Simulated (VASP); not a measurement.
# TaN (Fm-3m) in VASP: vibrations by perturbation theory with PBE

Aim: the vibrations by perturbation theory of TaN with PBE.

All numbers are computed with VASP 6.6.1; they aren't measurements. Logs are shortened: lines on timing, memory, paths and dates and some standing lists are left out, and cuts for length are marked.

## 1. The cell of the first run

It takes space group Fm-3m (No. 225, cubic). Conventional cell: a = 4.416 Å, b = 4.416 Å, c = 4.416 Å, α = 90.00°, β = 90.00°, γ = 90.00°. Ta (site symmetry m-3m) has 6 N at 2.21 Å within 2.9 Å. Within 2.9 Å of N (site symmetry m-3m) lie 6 Ta at 2.21 Å.

## 2. Vibrations by perturbation theory, PBE

Contents of INCAR:

```
PREC = Accurate
ENCUT = 520
EDIFF = 1E-8
ISMEAR = 0
SIGMA = 0.15
LREAL = F
LASPH = T
NELM = 60
ALGO = Normal
ISIF = 2
LWAVE = F
LCHARG = F
GGA = PE
IBRION = 8
NSW = 1
```

Contents of KPOINTS:

```
regular mesh
0
Gamma
  14 14 10
```

Contents of POSCAR:

```
TaN
1.0
    0.0000000000     -2.2081122572     -2.2081122572
    0.0000000000      2.2081122572     -2.2081122572
    4.4162245144      0.0000000000      0.0000000000
Ta N
2 2
Direct
    0.5000000000      0.5000000000      0.0000000000
    0.0000000000      0.0000000000      0.5000000000
    0.5000000000      0.5000000000      0.5000000000
    0.0000000000      0.0000000000      0.0000000000
```

Potentials or basis: VASP PAW PBE potentials, release 64 (Ta_pv, N).

On the command line:

```
$ cat potpaw_PBE.64/Ta_pv/POTCAR potpaw_PBE.64/N/POTCAR > POTCAR
$ mpirun -np 1 vasp_std > vasp.out
```

OUTCAR:

```text
PREC = Accurate
   ENCUT = 520
   EDIFF = 1E-8
   ISMEAR = 0
   LREAL = F
   LASPH = T
   NELM = 60
   ISIF = 2
   GGA = PE
   IBRION = 8
   NSW = 1

 ion  position               nearest neighbor table
   1  0.500  0.500  0.000-   3 2.21   4 2.21   3 2.21   4 2.21   4 2.21   4 2.21   2 3.12   2 3.12
                             2 3.12   2 3.12   2 3.12   2 3.12   2 3.12   2 3.12
   2  0.000  0.000  0.500-   3 2.21   4 2.21   4 2.21   3 2.21   3 2.21   3 2.21   1 3.12   1 3.12
                             1 3.12   1 3.12   1 3.12   1 3.12   1 3.12   1 3.12
   3  0.500  0.500  0.500-   1 2.21   2 2.21   1 2.21   2 2.21   2 2.21   2 2.21
   4  0.000  0.000  0.000-   1 2.21   2 2.21   2 2.21   1 2.21   1 2.21   1 2.21

  LATTYP: Found a simple tetragonal cell.
 ALAT       =     3.1227423014
 C/A-ratio  =     1.4142135624

  Lattice vectors:

 A1 = (   0.0000000000,  -2.2081122572,  -2.2081122572)
 A2 = (   0.0000000000,   2.2081122572,  -2.2081122572)
 A3 = (   4.4162245144,   0.0000000000,   0.0000000000)

Analysis of symmetry for initial positions (statically):
=====================================================================
 Subroutine PRICEL returns following result:

  LATTYP: Found a face centered cubic cell.
 ALAT       =     4.4162245144

  Lattice vectors:

 A1 = (  -2.2081122572,   0.0000000000,   2.2081122572)
 A2 = (  -2.2081122572,  -2.2081122572,   0.0000000000)
 A3 = (   0.0000000000,  -2.2081122572,   2.2081122572)

   2 primitive cells build up your supercell.

 Routine SETGRP: Setting up the symmetry group for a
 simple tetragonal supercell.

 Subroutine GETGRP returns: Found 16 space group operations
 (whereof 16 operations were pure point group operations)
 out of a pool of 16 trial point group operations.

The static configuration has the point symmetry D_4h.

Analysis of symmetry for dynamics (positions and initial velocities):
=====================================================================
 Subroutine PRICEL returns following result:

  LATTYP: Found a face centered cubic cell.
 ALAT       =     4.4162245144

  Lattice vectors:

 A1 = (  -2.2081122572,   0.0000000000,   2.2081122572)
 A2 = (  -2.2081122572,  -2.2081122572,   0.0000000000)
 A3 = (   0.0000000000,  -2.2081122572,   2.2081122572)

   2 primitive cells build up your supercell.

 Routine SETGRP: Setting up the symmetry group for a
 simple tetragonal supercell.

 Subroutine GETGRP returns: Found 16 space group operations
 (whereof 16 operations were pure point group operations)
 out of a pool of 16 trial point group operations.

The dynamic configuration has the point symmetry D_4h.

 Subroutine INISYM returns: Found 16 space group operations
 (whereof 16 operations are pure point group operations),
 and found     2 'primitive' translations

----------------------------------------------------------------------------------------

                                     Primitive cell

  volume of cell :      21.5324

  direct lattice vectors                    reciprocal lattice vectors
    -2.208112257  0.000000000  2.208112257    -0.226437763  0.226437763  0.226437763
[... 136 lines left out ...]

 E-fermi :   9.3989     XC(G=0): -13.3682

 val. band max:        9.3898700969   @ k =   0.4286   0.0000   0.1000
 cond. band min:       9.4053999277   @ k =   0.2857   0.0714   0.3000
 fundamental gap:      0.0155298307
 Fermi energy:         9.3989174641

 k-point     1 :       0.0000    0.0000    0.0000
  band No.  band energies     occupation
      1     -27.0882      2.00000
      2     -26.6698      2.00000
      3     -26.6698      2.00000
      4     -26.3991      2.00000
      5     -26.3991      2.00000
      6     -26.3982      2.00000
[... 541 lines left out ...]
     19      11.4768      0.00000
     20      11.6936      0.00000

 [... further k-points ...]

------------------------ aborting loop because EDIFF is reached ----------------------------------------

  FORCE on cell =-STRESS in cart. coord.  units (eV):
  Direction    XX          YY          ZZ          XY          YZ          ZX
  --------------------------------------------------------------------------------------
  -------------------------------------------------------------------------------------
  Total        0.1805510      0.3149401      0.3149401     -0.0000000      0.0000000      0.0000000
  in kB        6.7171826     11.7169640     11.7169640     -0.0000000      0.0000000      0.0000000
  external PRESSURE =      10.0503702 kB  Pullay stress =       0.0000000 kB

 VOLUME and BASIS-vectors are now :
 -----------------------------------------------------------------------------
  energy-cutoff  :      520.00
  volume of cell :       43.06
      direct lattice vectors                 reciprocal lattice vectors
     0.000000000 -2.208112257 -2.208112257     0.000000000 -0.226437763 -0.226437763
     0.000000000  2.208112257 -2.208112257     0.000000000  0.226437763 -0.226437763
     4.416224514  0.000000000  0.000000000     0.226437763  0.000000000  0.000000000

 POSITION                                       TOTAL-FORCE (eV/Angst)
 -----------------------------------------------------------------------------------
      0.00000      0.00000     -2.20811        -0.000000      0.000000      0.000000
      2.20811      0.00000      0.00000         0.000000     -0.000000     -0.000000
      2.20811      0.00000     -2.20811        -0.000000      0.000000     -0.000000
      0.00000      0.00000      0.00000         0.000000     -0.000000      0.000000
 -----------------------------------------------------------------------------------
    total drift:                               -0.000000     -0.000000      0.000000

  FREE ENERGIE OF THE ION-ELECTRON SYSTEM (eV)
  ---------------------------------------------------
  free  energy   TOTEN  =       -43.6592989395 eV

  energy  without entropy=      -43.6388311488  energy(sigma->0) =      -43.64906504

[... ionic steps 2 to 9 ...]

--------------------------------------- Ionic step       10  -------------------------------------------

------------------------ aborting loop because EDIFF is reached ----------------------------------------

--------------------------------------- Ionic step       11  -------------------------------------------

 Free energy of the ion-electron system (eV)
  ---------------------------------------------------
  ---------------------------------------------------
  free energy    TOTEN  =        -0.23756493 eV

  energy without entropy =       -0.23756493

------------------------ aborting loop because EDIFF is reached ----------------------------------------

 INTERNAL STRAIN TENSOR  FOR ION    3  DIRECTION 2   (eV/Angst):
 -----------------------------------------------------------------------------
    -0.03222  0.00000  0.00000
     0.00000  0.20897  0.00000
     0.00000  0.00000 -0.17262

 INTERNAL STRAIN TENSOR FOR ION    4 for displacements in x,y,z  (eV/Angst):
          X           Y           Z          XY          YZ          ZX
  --------------------------------------------------------------------------------
  x     0.00000     0.00000     0.00000     0.00000     0.00000     0.00000
  y     0.00000     0.00000     0.00000     0.00000     0.00000     0.00000
  z     0.00000     0.00000     0.00000     0.00000     0.00000     0.00000

 SECOND DERIVATIVES (NOT SYMMETRIZED)
 ------------------------------------
               1X          1Y          1Z          2X          2Y          2Z          3X          3Y          3Z          4X          4Y          4Z
  1X    -1.672214   -0.000000   -0.000000   -5.327186    0.000000    0.000000   13.912967   -0.000000   -0.000000   -6.913567    0.000000    0.000000
  1Y     0.000000   -7.084532    0.000000    0.000000    0.104112    0.000000    0.000000   -1.739163    0.000000    0.000000    8.719583    0.000000
  1Z     0.000000    0.000000   -7.084532    0.000000    0.000000    0.104112    0.000000    0.000000   -1.739163    0.000000    0.000000    8.719583
  2X    -5.327186    0.000000    0.000000   -1.672214   -0.000000   -0.000000   -6.913567    0.000000    0.000000   13.912967   -0.000000   -0.000000
  2Y     0.000000    0.104112    0.000000    0.000000   -7.084532    0.000000    0.000000    8.719583    0.000000    0.000000   -1.739163    0.000000
  2Z     0.000000    0.000000    0.104112    0.000000    0.000000   -7.084532    0.000000    0.000000    8.719583    0.000000    0.000000   -1.739163
  3X    13.934825   -0.000000   -0.000000   -6.950823   -0.000000   -0.000000   -6.239571    0.000000    0.000000   -0.744431    0.000000    0.000000
  3Y     0.000000   -1.779066    0.000000    0.000000    8.749272    0.000000    0.000000   -7.988819    0.000000    0.000000    1.018613    0.000000
  3Z     0.000000    0.000000   -1.779066    0.000000    0.000000    8.749272    0.000000    0.000000   -7.988819    0.000000    0.000000    1.018613
  4X    -6.950823   -0.000000   -0.000000   13.934825   -0.000000   -0.000000   -0.744431    0.000000    0.000000   -6.239571    0.000000    0.000000
  4Y     0.000000    8.749272    0.000000    0.000000   -1.779066    0.000000    0.000000    1.018613    0.000000    0.000000   -7.988819    0.000000
  4Z     0.000000    0.000000    8.749272    0.000000    0.000000   -1.779066    0.000000    0.000000    1.018613    0.000000    0.000000   -7.988819

 Eigenvectors and eigenvalues of the dynamical matrix
 ----------------------------------------------------

   1 f  =   13.157519 THz    82.671131 2PiTHz  438.887598 cm-1    54.415102 meV
             X         Y         Z           dx          dy          dz
      0.000000  0.000000 -2.208112    -0.000000   -0.210486    0.000000
      2.208112  0.000000  0.000000     0.000000    0.210486   -0.000000
      2.208112  0.000000 -2.208112     0.000000   -0.675052    0.000000
      0.000000  0.000000  0.000000    -0.000000    0.675052   -0.000000
[... 71 lines left out ...]
  12 f/i=    8.224233 THz    51.674381 2PiTHz  274.330892 cm-1    34.012680 meV
             X         Y         Z           dx          dy          dz
      0.000000  0.000000 -2.208112     0.601199   -0.000000    0.000000
      2.208112  0.000000  0.000000    -0.601199   -0.000000    0.000000
      2.208112  0.000000 -2.208112     0.372235    0.000000    0.000000
      0.000000  0.000000  0.000000    -0.372235   -0.000000    0.000000

--------------------------------------------------------------------------------------------------------

 ELASTIC MODULI CONTR FROM IONIC RELAXATION (kBar)
 Direction    XX          YY          ZZ          XY          YZ          ZX
 --------------------------------------------------------------------------------
 XX           0.0000      0.0000      0.0000      0.0000      0.0000      0.0000
 YY           0.0000      0.0000      0.0000      0.0000      0.0000      0.0000
 ZZ           0.0000      0.0000      0.0000      0.0000      0.0000      0.0000
 XY           0.0000      0.0000      0.0000      0.0000      0.0000      0.0000
 YZ           0.0000      0.0000      0.0000      0.0000      0.0000      0.0000
 ZX           0.0000      0.0000      0.0000      0.0000      0.0000      0.0000
 --------------------------------------------------------------------------------
```

Run time: 50 min. Hardware: 1 thread of Oxide Virtual Turin-like, shared host; peak memory 0.62 GiB.

Results:

```yaml
Highest_phonon_frequency_at_Γ: 439 cm⁻¹
Most_unstable_mode: 274i cm⁻¹
```

Phonon frequencies in cm⁻¹ (negative: imaginary):
```tsv
q point	frequencies
(0.000, 0.000, 0.000)	-274 -83 -83 0 0 0 382 382 382 420 439 439
```

Caveat: the cell stands under pressure or tension, which shifts response properties; some modes are imaginary; spin-orbit coupling is left out, which moves the levels of the heavy elements.
